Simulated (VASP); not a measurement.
Write the native input for VASP 6.6.1 that does the following.

- Task: single point
- Functional: PBEsol
- Potentials or basis: VASP PAW PBE potentials, release 64 (Hf_pv, C)
- Cutoff: 520 eV
- k mesh: 8 × 8 × 4
- Occupations: methfessel-paxton, width 0.05 eV
- Spin: no spin polarisation
- Dipole correction: no
- Further INCAR settings: ALGO = Normal; EDIFF = 1e-07; NBANDS = 22

The structure of HfC lies in POSCAR:

```
HfC
1.0
    3.2901324923      0.0000000028      0.0000000000
   -1.6450662486      2.8493383187      0.0000000000
    0.0000000000      0.0000000000      5.2049194922
Hf C
2 2
Direct
    0.6666666667      0.3333333333      0.7500000000
    0.3333333333      0.6666666667      0.2500000000
    0.0000000000      0.0000000000      0.0000000000
    0.0000000000      0.0000000000      0.5000000000
```

The input as run:

INCAR

```
  PREC = Accurate
  ENCUT = 520
  EDIFF = 1E-7
  ISMEAR = 1
  SIGMA = 0.05
  LREAL = F
  LASPH = T
  NELM = 100
  ALGO = Normal
  ISIF = 2
  LWAVE = F
  LCHARG = T
  GGA = PS
  LELF = T
  LVHAR = T
  NBANDS = 22
```

KPOINTS

```
regular mesh
0
Gamma
  8 8 4
```

Potentials or basis: VASP PAW PBE potentials, release 64 (Hf_pv, C).

Command:

```console
$ cat potpaw_PBE.64/Hf_pv/POTCAR potpaw_PBE.64/C/POTCAR > POTCAR
$ mpirun -np 1 vasp_std > vasp.out
```

It gave:

| Quantity | Value |
| --- | --- |
| Pressure | -0.4 GPa |
| Band gap on the k mesh | zero (band 14 reaches 7.44 eV, above the bottom of band 15 at 6.52 eV) |

Caveat: the PAW data sets were made with another functional, which shifts forces and pressure a little; spin-orbit coupling is left out, which moves the levels of the heavy elements.

Run time: 12 s on 1 thread of Intel(R) Xeon(R) 6975P-C (Granite Rapids) (shared host), peak memory 0.17 GiB.
